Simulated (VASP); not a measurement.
# MgS (F-43m) in VASP: a series of runs

Runs on MgS. Level: LDA. Tasks: single point, relaxation of cell and atoms.

Program: VASP 6.6.1. These are calculated values, not measurements. Logs are shortened: lines on timing, memory, paths and dates and some standing lists are left out, and cuts for length are marked.

## (1) The cell of the first run

Symmetry: F-43m, No. 216, cubic system. The conventional cell has a = 5.592 Å, b = 5.592 Å, c = 5.592 Å, α = 90.00°, β = 90.00°, γ = 90.00°. Within 3.2 Å of Mg (site symmetry -43m) lie 4 S at 2.42 Å. Within 3.2 Å of S (site symmetry -43m) lie 4 Mg at 2.42 Å.

## (2) Single point, LDA

INCAR

```
PREC = Accurate
ENCUT = 520
EDIFF = 1E-6
ISMEAR = 0
SIGMA = 0.02
LREAL = False
LASPH = True
NELM = 100
ALGO = Normal
ISIF = 2
LWAVE = False
LCHARG = False
NBANDS = 11
```

KPOINTS

```
regular mesh
0
Gamma
  8 8 8
```

POSCAR

```
MgS
1.0
    0.0000000000      2.7962255628      2.7962255628
    2.7962255628      0.0000000000      2.7962255628
    2.7962255628      2.7962255628      0.0000000000
Mg S
1 1
Direct
    0.0000000000      0.0000000000      0.0000000000
    0.7500000000      0.7500000000      0.7500000000
```

Potentials or basis: VASP PAW LDA potentials, release 64 (Mg, S).

On the command line:

```
cat potpaw_LDA.64/Mg/POTCAR potpaw_LDA.64/S/POTCAR > POTCAR
mpirun -np 1 vasp_std > vasp.out
```

OUTCAR:

```text
PREC = Accurate
   ENCUT = 520
   EDIFF = 1E-6
   ISMEAR = 0
   LREAL = False
   LASPH = True
   NELM = 100
   ISIF = 2

 ion  position               nearest neighbor table
   1  0.000  0.000  0.000-   2 2.42   2 2.42   2 2.42   2 2.42
   2  0.750  0.750  0.750-   1 2.42   1 2.42   1 2.42   1 2.42

  LATTYP: Found a face centered cubic cell.
 ALAT       =     5.5924511256

  Lattice vectors:

 A1 = (   0.0000000000,   2.7962255628,   2.7962255628)
 A2 = (   2.7962255628,   0.0000000000,   2.7962255628)
 A3 = (   2.7962255628,   2.7962255628,   0.0000000000)

Analysis of symmetry for initial positions (statically):
=====================================================================
 Subroutine PRICEL returns:
 Original cell was already a primitive cell.

 Routine SETGRP: Setting up the symmetry group for a
 face centered cubic supercell.

 Subroutine GETGRP returns: Found 24 space group operations
 (whereof 24 operations were pure point group operations)
 out of a pool of 48 trial point group operations.

The static configuration has the point symmetry T_d .

Analysis of symmetry for dynamics (positions and initial velocities):
=====================================================================
 Subroutine PRICEL returns:
 Original cell was already a primitive cell.

 Routine SETGRP: Setting up the symmetry group for a
 face centered cubic supercell.

 Subroutine GETGRP returns: Found 24 space group operations
 (whereof 24 operations were pure point group operations)
 out of a pool of 48 trial point group operations.

The dynamic configuration has the point symmetry T_d .

 Subroutine INISYM returns: Found 24 space group operations
 (whereof 24 operations are pure point group operations),
 and found     1 'primitive' translations

----------------------------------------------------------------------------------------

                                     Primitive cell

  volume of cell :      43.7267

  direct lattice vectors                    reciprocal lattice vectors
     0.000000000  2.796225563  2.796225563    -0.178812470  0.178812470  0.178812470
     2.796225563  0.000000000  2.796225563     0.178812470 -0.178812470  0.178812470
     2.796225563  2.796225563  0.000000000     0.178812470  0.178812470 -0.178812470

  length of vectors
     3.954460114  3.954460114  3.954460114     0.309712283  0.309712283  0.309712283

  position of ions in fractional coordinates (direct lattice)
     0.000000000  0.000000000  0.000000000
     0.750000000  0.750000000  0.750000000

  ion indices of the primitive-cell ions
   primitive index   ion index
                 1           1
                 2           2

----------------------------------------------------------------------------------------

 KPOINTS: regular mesh

Automatic generation of k-mesh.
 Grid dimensions read from file:
 generate k-points for:    8    8    8

 Generating k-lattice:

  Cartesian coordinates                     Fractional coordinates (reciprocal lattice)
    -0.022351559  0.022351559  0.022351559     0.125000000  0.000000000  0.000000000
     0.022351559 -0.022351559  0.022351559     0.000000000  0.125000000  0.000000000
     0.022351559  0.022351559 -0.022351559     0.000000000  0.000000000  0.125000000

  Length of vectors
     0.038714035  0.038714035  0.038714035

  Shift w.r.t. Gamma in fractional coordinates (k-lattice)
     0.000000000  0.000000000  0.000000000

 Subroutine IBZKPT returns following result:
 ===========================================

 Found     29 irreducible k-points:

 Following reciprocal coordinates:
            Coordinates               Weight
  0.000000  0.000000  0.000000      1.000000
  0.125000  0.000000  0.000000      8.000000
  0.250000  0.000000  0.000000      8.000000
  0.375000  0.000000  0.000000      8.000000
  0.500000  0.000000  0.000000      4.000000
  0.125000  0.125000  0.000000      6.000000
[... 16 lines left out ...]
  0.500000  0.250000  0.125000     48.000000
 -0.375000  0.250000  0.125000     24.000000
 [... further k-points ...]
   k-points           NKPTS =     29   k-points in BZ     NKDIM =     29   number of bands    NBANDS=     11
   number of dos      NEDOS =    301   number of ions     NIONS =      2
   total plane-waves  NPLWV =  27000
   dimension x,y,z NGX =    30 NGY =   30 NGZ =   30
   dimension x,y,z NGXF=    60 NGYF=   60 NGZF=   60
   ions per type =               1   1
   NGX,Y,Z   is equivalent  to a cutoff of  12.61, 12.61, 12.61 a.u.
   NGXF,Y,Z  is equivalent  to a cutoff of  25.22, 25.22, 25.22 a.u.
 SYSTEM =  unknown system
   PREC   = accura    normal or accurate (medium, high low for compatibility)
   ISTART =      0    job   : 0-new  1-cont  2-samecut
   ICHARG =      2    charge: 1-file 2-atom 10-const
   ISPIN  =      1    spin polarized calculation?
   LNONCOLLINEAR =      F non collinear calculations
   LSORBIT =      F    spin-orbit coupling
   LASPH  =      T    aspherical Exc in radial PAW
   ENCUT  =  520.0 eV  38.22 Ry    6.18 a.u.   7.35  7.35  7.35*2*pi/ulx,y,z
   NELM   =    100;   NELMIN=  2; NELMDL= -5     # of ELM steps
   EDIFF  = 0.1E-05   stopping-criterion for ELM
   LREAL  =      F    real-space projection
   EDIFFG = 0.1E-04   stopping-criterion for IOM
   NSW    =      0    number of steps for IOM
   IBRION =     -1    ionic relax: 0-MD 1-quasi-New 2-CG
   NFREE  =      0    steps in history (QN), initial steepest desc. (CG)
   ISIF   =      2    stress and relaxation
   ISYM   =      2    0-nonsym 1-usesym 2-fastsym
   POTIM  = 0.5000    time-step for ionic-motion
   TEBEG  =    0.0;   TEEND  =   0.0 temperature during run
   PSTRESS=    0.0 pullay stress
   NELECT =       8.0000    total number of electrons
   NUPDOWN=      -1.0000    fix difference up-down
   EMIN   =  10.00;   EMAX   =-10.00  energy-range for DOS
   EFERMI =   0.00;   METHOD = LEGACY
   ISMEAR =     0;   SIGMA  =   0.02  broadening in eV -4-tet -1-fermi 0-gaus
   EFERMI_NEDOS =   21; number of points for ismear=-14 and -15
   IALGO  =     38    algorithm
   IMIX   =      4    mixing-type and parameters
     AMIX     =   0.40;   BMIX     =  1.00
     AMIX_MAG =   1.60;   BMIX_MAG =  1.00
  volume/ion in A,a.u.               =      21.86       147.54
  Fermi-wavevector in a.u.,A,eV,Ry     =   0.929371  1.756257 11.751776  0.863731
  Thomas-Fermi vector in A             =   2.055647
   LORBIT       =      0    0 simple, 1 ext, 2 COOP (PROOUT), +10 PAW based schemes
   GGA     = CA    functional components
   LHFCALC =     F    Hartree Fock is set to
   AEXX    =    0.0000 exact exchange contribution
   IVDW    =     0    specifies the selected vdW correction
   LEPSILON=     F    determine dielectric tensor
   LRPA    =     F    only Hartree local field effects (RPA)
 non-spin polarized calculation
 Gauss-broadening in eV      SIGMA  =   0.02
  energy-cutoff  :      520.00
  volume of cell :       43.73
 maximum number of plane-waves:      1243
 NGX is ok and might be reduce to    30
   NGX = 15   NGY = 15   NGZ = 15

 number of electron       8.0000000 magnetization

 Free energy of the ion-electron system (eV)
  ---------------------------------------------------
  ext. energy  EPLUGINS =         0.00000000
  ---------------------------------------------------
  free energy    TOTEN  =        -9.39363893 eV

  energy without entropy =       -9.39363893  energy(sigma->0) =       -9.39363893

 E-fermi :   1.2846     XC(G=0):  -8.9028

 val. band max:        1.1318346084   @ k =   0.0000   0.0000   0.0000
 cond. band min:       4.5125160823   @ k =   0.0000   0.0000   0.0000
 fundamental gap:      3.3806814739
 Fermi energy:         1.2846385997

 k-point     1 :       0.0000    0.0000    0.0000
  band No.  band energies     occupation
      1     -10.2324      2.00000
      2       1.1318      2.00000
      3       1.1318      2.00000
      4       1.1318      2.00000
      5       4.5125      0.00000
      6       8.9932      0.00000
      7       8.9932      0.00000
      8       8.9932      0.00000
      9      11.9498      0.00000
     10      11.9498      0.00000
     11      14.7918      0.00000

 k-point     2 :       0.1250    0.0000    0.0000
  band No.  band energies     occupation
      1     -10.1363      2.00000
      2       0.3994      2.00000
      3       1.0752      2.00000
      4       1.0752      2.00000
      5       5.2019      0.00000
      6       8.8070      0.00000
      7       9.1772      0.00000
      8       9.1772      0.00000
      9      11.4572      0.00000
     10      11.4572      0.00000
     11      14.1431      0.00000

 k-point     3 :       0.2500    0.0000    0.0000
  band No.  band energies     occupation
      1      -9.8858      2.00000
      2      -0.8459      2.00000
      3       0.9477      2.00000
      4       0.9477      2.00000
      5       6.0422      0.00000
      6       8.8780      0.00000
      7       9.2030      0.00000
      8       9.2030      0.00000
      9      11.5121      0.00000
     10      11.5121      0.00000
     11      13.2790      0.00000

 k-point     4 :       0.3750    0.0000    0.0000
  band No.  band energies     occupation
      1      -9.6024      2.00000
      2      -1.8322      2.00000
      3       0.8315      2.00000
      4       0.8315      2.00000
      5       6.1772      0.00000
      6       8.8226      0.00000
      7       8.8226      0.00000
      8       9.4579      0.00000
      9      12.8620      0.00000
     10      12.8620      0.00000
     11      13.3206      0.00000
[... 239 lines left out ...]
 k-point    22 :       0.3750    0.2500    0.1250
  band No.  band energies     occupation
      1      -9.6911      2.00000
      2      -1.0595      2.00000
      3       0.2229      2.00000
      4       0.7288      2.00000
      5       6.7592      0.00000
      6       8.0128      0.00000
      7       8.5955      0.00000
      8      10.2984      0.00000
      9      10.8149      0.00000
     10      13.5514      0.00000
     11      15.5681      0.00000

 k-point    23 :       0.5000    0.2500    0.1250
  band No.  band energies     occupation
      1      -9.4549      2.00000
      2      -1.5979      2.00000
      3      -0.1503      2.00000
      4       0.5392      2.00000
      5       6.9816      0.00000
      6       7.8229      0.00000
      7       8.9773      0.00000
      8      10.1307      0.00000
      9      11.9866      0.00000
     10      14.6618      0.00000
     11      15.2758      0.00000

 k-point    24 :      -0.3750    0.2500    0.1250
  band No.  band energies     occupation
      1      -9.3491      2.00000
      2      -1.8327      2.00000
      3      -0.2602      2.00000
      4       0.4374      2.00000
      5       7.0399      0.00000
      6       7.5347      0.00000
      7       9.8795      0.00000
      8       9.9125      0.00000
      9      12.5273      0.00000
     10      13.9707      0.00000
     11      15.4502      0.00000

 [... further k-points ...]
[... 5 lines left out ...]
  --------------------------------------------------------------------------------------
  -------------------------------------------------------------------------------------
  Total       -0.0815237     -0.0815237     -0.0815237      0.0000000      0.0000000     -0.0000000
  in kB       -2.9870879     -2.9870879     -2.9870879      0.0000000      0.0000000     -0.0000000
  external PRESSURE =      -2.9870879 kB  Pullay stress =       0.0000000 kB

 VOLUME and BASIS-vectors are now :
 -----------------------------------------------------------------------------
  energy-cutoff  :      520.00
  volume of cell :       43.73
      direct lattice vectors                 reciprocal lattice vectors
     0.000000000  2.796225563  2.796225563    -0.178812470  0.178812470  0.178812470
     2.796225563  0.000000000  2.796225563     0.178812470 -0.178812470  0.178812470
     2.796225563  2.796225563  0.000000000     0.178812470  0.178812470 -0.178812470

 POSITION                                       TOTAL-FORCE (eV/Angst)
 -----------------------------------------------------------------------------------
      0.00000      0.00000      0.00000         0.000000      0.000000      0.000000
      4.19434      4.19434      4.19434        -0.000000     -0.000000     -0.000000
 -----------------------------------------------------------------------------------
    total drift:                               -0.000000     -0.000000     -0.000000

  FREE ENERGIE OF THE ION-ELECTRON SYSTEM (eV)
  ---------------------------------------------------
  free  energy   TOTEN  =        -9.3936389283 eV

  energy  without entropy=       -9.3936389283  energy(sigma->0) =       -9.39363893
```

Run time: 5.4 s. Hardware: 1 thread of Intel Xeon 6975P-C (Granite Rapids), shared host; peak memory 0.15 GiB.

Results:

```yaml
Free_energy: -9.3936 eV
Pressure: -0.3 GPa
Band_gap_on_the_k_mesh: 3.38 eV, direct
```

## (3) Relaxation of cell and atoms, LDA

This run uses another cell than the first one, of 22.74 Å³/atom, 1.040 times its volume.

INCAR

```
PREC     = Accurate       # precision mode
ENCUT    = 600            # plane-wave cutoff, eV
EDIFF    = 1E-7           # SCF threshold, eV
ISMEAR   = 0              # smearing method
SIGMA    = 0.02           # smearing width, eV
LREAL    = F              # projectors in reciprocal space
LASPH    = T              # aspherical terms in the spheres
NELM     = 100            # most SCF steps
ALGO     = Normal         # electronic algorithm
ISIF     = 3              # what is computed and relaxed
LWAVE    = F              # write WAVECAR
LCHARG   = F              # write CHGCAR
IBRION   = 2              # ionic algorithm
NSW      = 100            # ionic steps
EDIFFG   = -0.005         # ionic threshold
```

KPOINTS is that of step 2.

POSCAR

```
MgS
1.0
    0.0000000000      2.8331200468      2.8331200468
    2.8331200468      0.0000000000      2.8331200468
    2.8331200468      2.8331200468      0.0000000000
Mg S
1 1
Direct
    0.0000000000      0.0000000000      0.0000000000
    0.7500000000      0.7500000000      0.7500000000
```

Potentials or basis: VASP PAW LDA potentials, release 64 (Mg, S).

On the command line:

```
cat potpaw_LDA.64/Mg/POTCAR potpaw_LDA.64/S/POTCAR > POTCAR
mpirun -np 1 vasp_std > vasp.out
```

OUTCAR:

```text
PREC = Accurate
   ENCUT = 600
   EDIFF = 1E-7
   ISMEAR = 0
   LREAL = F
   LASPH = T
   NELM = 100
   ISIF = 3
   IBRION = 2
   NSW = 100
   EDIFFG = -0.005

 ion  position               nearest neighbor table
   1  0.000  0.000  0.000-   2 2.45   2 2.45   2 2.45   2 2.45
   2  0.750  0.750  0.750-   1 2.45   1 2.45   1 2.45   1 2.45

  LATTYP: Found a face centered cubic cell.
 ALAT       =     5.6662400936

  Lattice vectors:

 A1 = (   0.0000000000,   2.8331200468,   2.8331200468)
 A2 = (   2.8331200468,   0.0000000000,   2.8331200468)
 A3 = (   2.8331200468,   2.8331200468,   0.0000000000)

Analysis of symmetry for initial positions (statically):
=====================================================================
 Subroutine PRICEL returns:
 Original cell was already a primitive cell.

 Routine SETGRP: Setting up the symmetry group for a
 face centered cubic supercell.

 Subroutine GETGRP returns: Found 24 space group operations
 (whereof 24 operations were pure point group operations)
 out of a pool of 48 trial point group operations.

The static configuration has the point symmetry T_d .

Analysis of symmetry for dynamics (positions and initial velocities):
[... 167 lines left out ...]
  -------------------------------------------------------------------------------------
  Total       -0.7106931     -0.7106931     -0.7106931      0.0000000     -0.0000000      0.0000000
  in kB      -25.0361620    -25.0361620    -25.0361620      0.0000000     -0.0000000      0.0000000
  external PRESSURE =     -25.0361620 kB  Pullay stress =       0.0000000 kB
[... 59 lines left out ...]
--------------------------------------- Ionic step        3  -------------------------------------------

 number of electron       7.9999999 magnetization

 Free energy of the ion-electron system (eV)
  ---------------------------------------------------
  ext. energy  EPLUGINS =         0.00000000
  ---------------------------------------------------
  free energy    TOTEN  =        -9.39417422 eV

  energy without entropy =       -9.39417422  energy(sigma->0) =       -9.39417422

 E-fermi :   1.3043     XC(G=0):  -8.9194

 val. band max:        1.1601326241   @ k =   0.0000   0.0000   0.0000
 cond. band min:       4.5630914002   @ k =   0.0000   0.0000   0.0000
 fundamental gap:      3.4029587761
 Fermi energy:         1.3042809290

 k-point     1 :       0.0000    0.0000    0.0000
  band No.  band energies     occupation
      1     -10.2192      2.00000
      2       1.1601      2.00000
      3       1.1601      2.00000
      4       1.1601      2.00000
      5       4.5631      0.00000
      6       9.0325      0.00000
      7       9.0325      0.00000
      8       9.0325      0.00000
[... 243 lines left out ...]
 k-point    24 :      -0.3750    0.2500    0.1250
  band No.  band energies     occupation
      1      -9.3277      2.00000
      2      -1.8177      2.00000
      3      -0.2385      2.00000
      4       0.4622      2.00000
      5       7.0734      0.00000
      6       7.5781      0.00000
      7       9.9317      0.00000
      8       9.9515      0.00000

 [... further k-points ...]
[... 5 lines left out ...]
  --------------------------------------------------------------------------------------
  -------------------------------------------------------------------------------------
  Total        0.0002813      0.0002813      0.0002813      0.0000000     -0.0000000      0.0000000
  in kB        0.0103515      0.0103515      0.0103515      0.0000000     -0.0000000      0.0000000
  external PRESSURE =       0.0103515 kB  Pullay stress =       0.0000000 kB
[... 17 lines left out ...]
  FREE ENERGIE OF THE ION-ELECTRON SYSTEM (eV)
  ---------------------------------------------------
  free  energy   TOTEN  =        -9.3941742244 eV

  energy  without entropy=       -9.3941742244  energy(sigma->0) =       -9.39417422

 reached required accuracy - stopping structural energy minimisation
```

CONTCAR:

```text
MgS
   1.00000000000000
     0.0000000000000000    2.7921996124613191    2.7921996124613191
     2.7921996124613191   -0.0000000000000000    2.7921996124613191
     2.7921996124613191    2.7921996124613191    0.0000000000000000
  Mg              S
     1     1
Direct
     0.0000000000000000    0.0000000000000000    0.0000000000000000
     0.7500000000000000    0.7500000000000000    0.7500000000000000

  0.00000000E+00  0.00000000E+00  0.00000000E+00
  0.00000000E+00  0.00000000E+00  0.00000000E+00
```

It took 7.4 s on 1 thread of Intel Xeon 6975P-C (Granite Rapids), shared host; peak memory 0.16 GiB.

Results:

```
Free energy                            : -9.3942 eV
Relaxed volume                         : 21.77 Å³/atom
Relaxed cell                           : a = 3.949 Å, b = 3.949 Å, c = 3.949 Å, α = 60.00°, β = 60.00°, γ = 60.00°
Space group after relaxing (to 0.05 Å) : F-43m (No. 216)
Energy gained by relaxing              : 7.9 meV/atom
Ionic steps                            : 3
Pressure after relaxing                : 0.0 GPa
Band gap on the k mesh                 : 3.40 eV, direct
```

Step by step:
```
step  energy change (eV)  largest force (eV/Å)  pressure (GPa)  volume (Å³)
   1              0.0000                0.0000           -2.50        45.48
   2             -0.0151                0.0000            0.53        43.18
   3             -0.0157                0.0000            0.00        43.54
```

Final structure:
```yaml
crystal:
  lattice:
    - [0.00000, 2.79220, 2.79220]
    - [2.79220, 0.00000, 2.79220]
    - [2.79220, 2.79220, 0.00000]
  atoms:
    - { symbol: Mg, position: [0.00000, 0.00000, 0.00000] }
    - { symbol: S, position: [0.75000, 0.75000, 0.75000] }
```

Levels at points of the mesh, in eV from the valence-band top:
| k point | band 1 | band 2 | band 3 | band 4 | band 5 | band 6 | band 7 | band 8 |
| --- | --- | --- | --- | --- | --- | --- | --- | --- |
| (0.00, 0.00, 0.00) | -11.38 | 0.00 | 0.00 | 0.00 | 3.40 | 7.87 | 7.87 | 7.87 |
| (0.50, 0.00, 0.00) | -10.61 | -3.36 | -0.35 | -0.35 | 5.02 | 7.52 | 7.52 | 8.57 |
| (0.50, 0.50, 0.00) | -10.36 | -3.00 | -1.11 | -1.11 | 3.62 | 5.48 | 11.29 | 12.34 |
